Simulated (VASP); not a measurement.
# KF (I4/mmm) in VASP: notebook

KF is run at these levels: PBE, r2SCAN; tasks: single point.

Everything below comes from runs of VASP 6.6.1. Logs are shortened: lines on timing, memory, paths and dates and some standing lists are left out, and cuts for length are marked.

## 1. The cell of the first run

Symmetry: I4/mmm, No. 139, tetragonal system. Conventional cell: a = 3.760 Å, b = 3.760 Å, c = 5.058 Å, α = 90.00°, β = 90.00°, γ = 90.00°. Within 3.3 Å of K (site symmetry 4/mmm) lie 6 F at 2.53 to 2.66 Å. F (site symmetry 4/mmm) has 6 K at 2.53 to 2.66 Å within 3.3 Å.

## 2. Single point, PBE (uniaxial z strain -4.9%)

Contents of INCAR:

```
  PREC = Accurate
  ENCUT = 520
  EDIFF = 1E-6
  ISMEAR = -1
  SIGMA = 0.02
  LREAL = F
  LASPH = T
  NELM = 100
  ALGO = Normal
  ISIF = 2
  LWAVE = F
  LCHARG = F
  GGA = PE
  NBANDS = 15
```

Contents of KPOINTS:

```
Automatic mesh
0
Gamma
  8 8 8
```

Contents of POSCAR:

```
KF
1.0
    0.0000000000      2.6589605792      2.5292033030
    2.6589605792      0.0000000000      2.5292033030
    2.6589605792      2.6589605792      0.0000000000
K F
1 1
Direct
    0.0000000000      0.0000000000      0.0000000000
    0.5000000000      0.5000000000      0.5000000000
```

Potentials or basis: VASP PAW PBE potentials, release 64 (K_sv, F).

On the command line:

```console
cat potpaw_PBE.64/K_sv/POTCAR potpaw_PBE.64/F/POTCAR > POTCAR
mpirun -np 1 vasp_std > vasp.out
```

OUTCAR:

```text
PREC = Accurate
   ENCUT = 520
   EDIFF = 1E-6
   ISMEAR = -1
   LREAL = F
   LASPH = T
   NELM = 100
   ISIF = 2
   GGA = PE

 ion  position               nearest neighbor table
   1  0.000  0.000  0.000-   2 2.53   2 2.53   2 2.66   2 2.66   2 2.66   2 2.66
   2  0.500  0.500  0.500-   1 2.53   1 2.53   1 2.66   1 2.66   1 2.66   1 2.66

  LATTYP: Found a body centered tetragonal cell.
 ALAT       =     3.7603381129
 C/A-ratio  =     1.3451999406

  Lattice vectors:

 A1 = (   0.0000000000,  -2.6589605792,  -2.5292033030)
 A2 = (   0.0000000000,   2.6589605792,  -2.5292033030)
 A3 = (   2.6589605792,   0.0000000000,   2.5292033030)

Analysis of symmetry for initial positions (statically):
=====================================================================
 Subroutine PRICEL returns:
 Original cell was already a primitive cell.

 Routine SETGRP: Setting up the symmetry group for a
 body centered tetragonal supercell.

 Subroutine GETGRP returns: Found 16 space group operations
 (whereof 16 operations were pure point group operations)
 out of a pool of 16 trial point group operations.

The static configuration has the point symmetry D_4h.

Analysis of symmetry for dynamics (positions and initial velocities):
=====================================================================
 Subroutine PRICEL returns:
 Original cell was already a primitive cell.

 Routine SETGRP: Setting up the symmetry group for a
 body centered tetragonal supercell.

 Subroutine GETGRP returns: Found 16 space group operations
 (whereof 16 operations were pure point group operations)
 out of a pool of 16 trial point group operations.

The dynamic configuration has the point symmetry D_4h.

 Subroutine INISYM returns: Found 16 space group operations
 (whereof 16 operations are pure point group operations),
 and found     1 'primitive' translations

----------------------------------------------------------------------------------------

                                     Primitive cell

  volume of cell :      35.7633

  direct lattice vectors                    reciprocal lattice vectors
     0.000000000  2.658960579  2.529203303    -0.188043405  0.188043405  0.197690711
     2.658960579  0.000000000  2.529203303     0.188043405 -0.188043405  0.197690711
     2.658960579  2.658960579  0.000000000     0.188043405  0.188043405 -0.197690711

  length of vectors
     3.669733057  3.669733057  3.760338113     0.331364243  0.331364243  0.331364243

  position of ions in fractional coordinates (direct lattice)
     0.000000000  0.000000000  0.000000000
     0.500000000  0.500000000  0.500000000

  ion indices of the primitive-cell ions
   primitive index   ion index
                 1           1
                 2           2

----------------------------------------------------------------------------------------

 KPOINTS: Automatic mesh

Automatic generation of k-mesh.
 Grid dimensions read from file:
 generate k-points for:    8    8    8

 Generating k-lattice:

  Cartesian coordinates                     Fractional coordinates (reciprocal lattice)
    -0.023505426  0.023505426  0.024711339     0.125000000  0.000000000  0.000000000
     0.023505426 -0.023505426  0.024711339     0.000000000  0.125000000  0.000000000
     0.023505426  0.023505426 -0.024711339     0.000000000  0.000000000  0.125000000

  Length of vectors
     0.041420530  0.041420530  0.041420530

  Shift w.r.t. Gamma in fractional coordinates (k-lattice)
     0.000000000  0.000000000  0.000000000

 Subroutine IBZKPT returns following result:
 ===========================================

 Found     59 irreducible k-points:

 Following reciprocal coordinates:
            Coordinates               Weight
  0.000000  0.000000  0.000000      1.000000
  0.125000  0.000000  0.000000      8.000000
  0.250000  0.000000  0.000000      8.000000
  0.375000 -0.000000  0.000000      8.000000
  0.500000  0.000000  0.000000      4.000000
  0.125000  0.125000  0.000000      2.000000
[... 16 lines left out ...]
  0.250000  0.000000  0.125000     16.000000
  0.375000  0.000000  0.125000     16.000000
 [... further k-points ...]
   k-points           NKPTS =     59   k-points in BZ     NKDIM =     59   number of bands    NBANDS=     15
   number of dos      NEDOS =    301   number of ions     NIONS =      2
   total plane-waves  NPLWV =  21952
   dimension x,y,z NGX =    28 NGY =   28 NGZ =   28
   dimension x,y,z NGXF=    56 NGYF=   56 NGZF=   56
   ions per type =               1   1
   NGX,Y,Z   is equivalent  to a cutoff of  12.68, 12.68, 12.38 a.u.
   NGXF,Y,Z  is equivalent  to a cutoff of  25.37, 25.37, 24.76 a.u.
 SYSTEM =  unknown system
   PREC   = accura    normal or accurate (medium, high low for compatibility)
   ISTART =      0    job   : 0-new  1-cont  2-samecut
   ICHARG =      2    charge: 1-file 2-atom 10-const
   ISPIN  =      1    spin polarized calculation?
   LNONCOLLINEAR =      F non collinear calculations
   LSORBIT =      F    spin-orbit coupling
   LASPH  =      T    aspherical Exc in radial PAW
   ENCUT  =  520.0 eV  38.22 Ry    6.18 a.u.   6.82  6.82  6.99*2*pi/ulx,y,z
   NELM   =    100;   NELMIN=  2; NELMDL= -5     # of ELM steps
   EDIFF  = 0.1E-05   stopping-criterion for ELM
   LREAL  =      F    real-space projection
   EDIFFG = 0.1E-04   stopping-criterion for IOM
   NSW    =      0    number of steps for IOM
   IBRION =     -1    ionic relax: 0-MD 1-quasi-New 2-CG
   NFREE  =      0    steps in history (QN), initial steepest desc. (CG)
   ISIF   =      2    stress and relaxation
   ISYM   =      2    0-nonsym 1-usesym 2-fastsym
   POTIM  = 0.5000    time-step for ionic-motion
   TEBEG  =    0.0;   TEEND  =   0.0 temperature during run
   PSTRESS=    0.0 pullay stress
   NELECT =      16.0000    total number of electrons
   NUPDOWN=      -1.0000    fix difference up-down
   EMIN   =  10.00;   EMAX   =-10.00  energy-range for DOS
   EFERMI =   0.00;   METHOD = LEGACY
   ISMEAR =    -1;   SIGMA  =   0.02  broadening in eV -4-tet -1-fermi 0-gaus
   EFERMI_NEDOS =   21; number of points for ismear=-14 and -15
   IALGO  =     38    algorithm
   IMIX   =      4    mixing-type and parameters
     AMIX     =   0.40;   BMIX     =  1.00
     AMIX_MAG =   1.60;   BMIX_MAG =  1.00
  volume/ion in A,a.u.               =      17.88       120.67
  Fermi-wavevector in a.u.,A,eV,Ry     =   1.252090  2.366108 21.330263  1.567730
  Thomas-Fermi vector in A             =   2.386007
   LORBIT       =      0    0 simple, 1 ext, 2 COOP (PROOUT), +10 PAW based schemes
   GGA     = PE    functional components
   LHFCALC =     F    Hartree Fock is set to
   AEXX    =    0.0000 exact exchange contribution
   IVDW    =     0    specifies the selected vdW correction
   LEPSILON=     F    determine dielectric tensor
   LRPA    =     F    only Hartree local field effects (RPA)
 non-spin polarized calculation
  energy-cutoff  :      520.00
  volume of cell :       35.76
 maximum number of plane-waves:       980
   NGX = 13   NGY = 13   NGZ = 13

 number of electron      16.0000011 magnetization

 Free energy of the ion-electron system (eV)
  ---------------------------------------------------
  ext. energy  EPLUGINS =         0.00000000
  ---------------------------------------------------
  free energy    TOTEN  =        -8.23039416 eV

  energy without entropy =       -8.23039416  energy(sigma->0) =       -8.23039416

 E-fermi :  -2.1022     XC(G=0):  -8.6977

 val. band max:       -2.5457082362   @ k =   0.0000   0.0000   0.0000
 cond. band min:       3.8781400773   @ k =   0.0000   0.0000   0.0000
 fundamental gap:      6.4238483135
 Fermi energy:        -2.1021981675

 k-point     1 :       0.0000    0.0000    0.0000
  band No.  band energies     occupation
      1     -28.5805      2.00000
      2     -21.3149      2.00000
      3     -11.7828      2.00000
      4     -11.7779      2.00000
      5     -11.7779      2.00000
      6      -2.6546      2.00000
      7      -2.6546      2.00000
      8      -2.5457      2.00000
      9       3.8781      0.00000
     10       8.1487      0.00000
     11       8.1487      0.00000
     12       8.4478      0.00000
     13       9.7385      0.00000
     14      10.2905      0.00000
     15      14.7689      0.00000

 k-point     2 :       0.1250    0.0000    0.0000
  band No.  band energies     occupation
      1     -28.5618      2.00000
      2     -21.3341      2.00000
      3     -11.8253      2.00000
      4     -11.7886      2.00000
      5     -11.7807      2.00000
      6      -2.7842      2.00000
      7      -2.7113      2.00000
      8      -2.6398      2.00000
      9       4.3338      0.00000
     10       7.9824      0.00000
     11       8.3786      0.00000
     12       8.5814      0.00000
     13       9.9062      0.00000
     14      10.4566      0.00000
     15      15.5645      0.00000

 k-point     3 :       0.2500    0.0000    0.0000
  band No.  band energies     occupation
      1     -28.5161      2.00000
      2     -21.3808      2.00000
      3     -11.9355      2.00000
      4     -11.8142      2.00000
      5     -11.7782      2.00000
      6      -3.0999      2.00000
      7      -2.8446      2.00000
      8      -2.8147      2.00000
      9       5.4527      0.00000
     10       7.6827      0.00000
     11       8.9351      0.00000
     12       9.1242      0.00000
     13      10.4365      0.00000
     14      10.9347      0.00000
     15      16.6593      0.00000
[... 343 lines left out ...]
 k-point    23 :       0.2500    0.0000    0.1250
  band No.  band energies     occupation
      1     -28.5228      2.00000
      2     -21.3610      2.00000
      3     -11.9190      2.00000
      4     -11.8428      2.00000
      5     -11.8296      2.00000
      6      -3.0967      2.00000
      7      -2.7543      2.00000
      8      -2.6572      2.00000
      9       5.3150      0.00000
     10       7.2767      0.00000
     11       9.0899      0.00000
     12       9.3092      0.00000
     13      10.2564      0.00000
     14      10.7229      0.00000
     15      16.9381      0.00000

 k-point    24 :       0.3750    0.0000    0.1250
  band No.  band energies     occupation
      1     -28.4771      2.00000
      2     -21.4029      2.00000
      3     -12.0410      2.00000
      4     -11.8710      2.00000
      5     -11.8427      2.00000
      6      -3.2576      2.00000
      7      -2.9150      2.00000
      8      -2.8332      2.00000
      9       6.4103      0.00000
     10       7.3819      0.00000
     11       9.4384      0.00000
     12       9.8287      0.00000
     13      11.0374      0.00000
     14      11.4336      0.00000
     15      15.5524      0.00000

 [... further k-points ...]

------------------------ aborting loop because EDIFF is reached ----------------------------------------

  FORCE on cell =-STRESS in cart. coord.  units (eV):
  Direction    XX          YY          ZZ          XY          YZ          ZX
  --------------------------------------------------------------------------------------
  -------------------------------------------------------------------------------------
  Total        0.6496157      0.6496157      1.6709237      0.0000000      0.0000000     -0.0000000
  in kB       29.1024515     29.1024515     74.8565244      0.0000000      0.0000000     -0.0000000
  external PRESSURE =      44.3538091 kB  Pullay stress =       0.0000000 kB

 VOLUME and BASIS-vectors are now :
 -----------------------------------------------------------------------------
  energy-cutoff  :      520.00
  volume of cell :       35.76
      direct lattice vectors                 reciprocal lattice vectors
     0.000000000  2.658960579  2.529203303    -0.188043405  0.188043405  0.197690711
     2.658960579  0.000000000  2.529203303     0.188043405 -0.188043405  0.197690711
     2.658960579  2.658960579  0.000000000     0.188043405  0.188043405 -0.197690711

 POSITION                                       TOTAL-FORCE (eV/Angst)
 -----------------------------------------------------------------------------------
      0.00000      0.00000      0.00000         0.000000      0.000000      0.000000
      2.65896      2.65896      2.52920         0.000000     -0.000000      0.000000
 -----------------------------------------------------------------------------------
    total drift:                                0.000000      0.000000      0.000000

  FREE ENERGIE OF THE ION-ELECTRON SYSTEM (eV)
  ---------------------------------------------------
  free  energy   TOTEN  =        -8.2303941602 eV

  energy  without entropy=       -8.2303941602  energy(sigma->0) =       -8.23039416
```

It took 22 s on 1 thread of AMD EPYC 7R13 (Zen 3), shared host; peak memory 0.14 GiB.

Results:

```
Free energy            : -8.2304 eV
Pressure               : 4.4 GPa
Band gap on the k mesh : 6.42 eV
```

Stress tensor (GPa, compression positive):
```
2.91 0.00 0.00
0.00 2.91 0.00
0.00 0.00 7.49
```

Caveat: the cell differs from its parent crystal (uniaxial z strain -4.9%); the cell stands under pressure. A k mesh can miss the band edges.

## 3. Single point, r2SCAN (uniaxial z strain -4.9%)

POSCAR is that of step 2.

Contents of INCAR.step1:

```
PREC     = Accurate       # precision mode
ENCUT    = 520            # plane-wave cutoff, eV
ISMEAR   = 0              # smearing method
SIGMA    = 0.01           # smearing width, eV
LREAL    = False          # projectors in reciprocal space
LASPH    = True           # aspherical terms in the spheres
NELM     = 100            # most SCF steps
NBANDS   = 15             # bands
GGA      = PE             # functional
ALGO     = Normal         # electronic algorithm
EDIFF    = 1E-4           # SCF threshold, eV
LWAVE    = True           # write WAVECAR
LCHARG   = False          # write CHGCAR
```

Contents of INCAR.step2:

```
PREC     = Accurate       # precision mode
ENCUT    = 520            # plane-wave cutoff, eV
EDIFF    = 1E-6           # SCF threshold, eV
ISMEAR   = 0              # smearing method
SIGMA    = 0.01           # smearing width, eV
LREAL    = False          # projectors in reciprocal space
LASPH    = True           # aspherical terms in the spheres
NELM     = 100            # most SCF steps
ALGO     = Normal         # electronic algorithm
ISIF     = 2              # what is computed and relaxed
LWAVE    = False          # write WAVECAR
LCHARG   = True           # write CHGCAR
METAGGA  = R2SCAN         # meta-GGA
LMIXTAU  = True         
LELF     = True           # ELF
LVHAR    = True         
NBANDS   = 15             # bands
ISTART   = 1
```

KPOINTS is that of step 2.

Potentials or basis: VASP PAW PBE potentials, release 64 (K_sv, F).

On the command line:

```console
cat potpaw_PBE.64/K_sv/POTCAR potpaw_PBE.64/F/POTCAR > POTCAR
cp INCAR.step1 INCAR
mpirun -np 1 vasp_std > vasp.out
cp INCAR.step2 INCAR
mpirun -np 1 vasp_std > vasp.out
```

Wall time 1.7 min (1 thread of AMD EPYC 7R13 (Zen 3), shared host); peak memory 0.15 GiB.

It converged, with:

```
Free energy            : -14.9427 eV
Pressure               : 2.3 GPa
Band gap on the k mesh : 7.09 eV
```

Stress tensor (GPa, compression positive):
```
0.75 0.00 0.00
0.00 0.75 0.00
0.00 0.00 5.43
```

Levels at points of the mesh, in eV from the valence-band top:
| k point | band 5 | band 6 | band 7 | band 8 | band 9 | band 10 | band 11 | band 12 |
| --- | --- | --- | --- | --- | --- | --- | --- | --- |
| (0.00, 0.00, 0.00) | -9.45 | -0.11 | -0.11 | 0.00 | 7.09 | 11.46 | 11.46 | 11.76 |
| (0.50, 0.00, 0.00) | -9.44 | -0.92 | -0.48 | -0.47 | 9.86 | 11.66 | 13.01 | 13.34 |
| (0.50, 0.50, 0.00) | -9.75 | -0.15 | -0.15 | -0.13 | 8.59 | 11.56 | 13.19 | 14.89 |
| (0.50, 0.00, 0.50) | -9.66 | -0.29 | -0.15 | -0.02 | 8.82 | 11.51 | 12.73 | 14.91 |

Caveat: the cell differs from its parent crystal (uniaxial z strain -4.9%); the PAW data sets were made with another functional, which shifts forces and pressure a little. A k mesh can miss the band edges.
